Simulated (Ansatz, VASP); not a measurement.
**SnSe2 in VASP and in Ansatz**

Contents of INCAR:

```
SYSTEM = SnSe2
PREC = Accurate ; ENCUT = 600
EDIFF = 1E-6 ; ISMEAR = 0
SIGMA = 0.02 ; LREAL = .False.
LASPH = .True. ; NELM = 100
ALGO = Normal ; ISIF = 3
LWAVE = .False. ; LCHARG = .False.
GGA = PE ; IVDW = 12
IBRION = 2 ; NSW = 100
EDIFFG = -0.005
```

File KPOINTS:

```
regular mesh
0
Gamma
  12 12 6
  0 0 0
```

POSCAR

```
SnSe2
1.0
    3.8390485963      0.0000000000      0.0000000000
   -1.9195242981      3.3247136107      0.0000000000
    0.0000000000      0.0000000000      6.0116310672
Sn Se
1 2
Direct
    0.0000000000      0.0000000000      0.0000000000
    0.3333333333      0.6666666667      0.2651529978
    0.6666666667      0.3333333333      0.7348470022
```

Input for Ansatz:

```yaml
crystal:
  lattice:
    - [3.8390485953, 0.0, 0.0]
    - [-1.9195242977, 3.3247136098, 0.0]
    - [0.0, 0.0, 6.0116311052]
  atoms:
    - { symbol: Sn, position: [0.0, 0.0, 0.0] }
    - { symbol: Se, position: [0.3333333333, 0.6666666667, 0.2651529963] }
    - { symbol: Se, position: [0.6666666667, 0.3333333333, 0.7348470037] }
basis:
  ecutwfc: 420
kpoints:
  mp_grid: { grid: [12, 12, 6] }
hamiltonian:
  xc: pbe
  dispersion: d3bj
scf:
  occupations: { method: gaussian, width: 0.02 }
output:
  forces: true
  stress: true
  eigenvalues: true
  write_density: true
  write_potential: true
  elf: true
  volumetric_format: npy
relax:
  adjacent_minimum: "off"
  f_tol: 0.005
  max_steps: 80
  cell: { stress_tol: 0.05 }
```

Alike in both runs: task relaxation of cell and atoms; functional PBE; dispersion D3(BJ); k mesh 12 × 12 × 6; occupations gaussian, width 0.02 eV; no spin polarisation.

```csv
,VASP,Ansatz
version,VASP 6.6.1,Ansatz 0.2.0
potentials or method,"VASP PAW PBE potentials, release 64 (Sn_d, Se), cutoff 600 eV","scalar-relativistic, plane waves, PAW"
valence electrons in the cell,26,46
```

Ansatz gave:

* gap on the k mesh at the Fermi level, each at its own relaxed structure (eV): 0.35
* relaxed volume (Å³/atom): 25.58
* relaxed cell length with the largest relative difference (Å): 3.839

What did VASP give for the same quantities?

gap on the k mesh at the Fermi level, each at its own relaxed structure (eV): 0.34; relaxed volume (Å³/atom): 25.60; relaxed cell length with the largest relative difference (Å): 3.840.

VASP's potentials hold 26 valence electrons a cell and Ansatz's 46, so a difference there can come from the potentials and not from the codes.
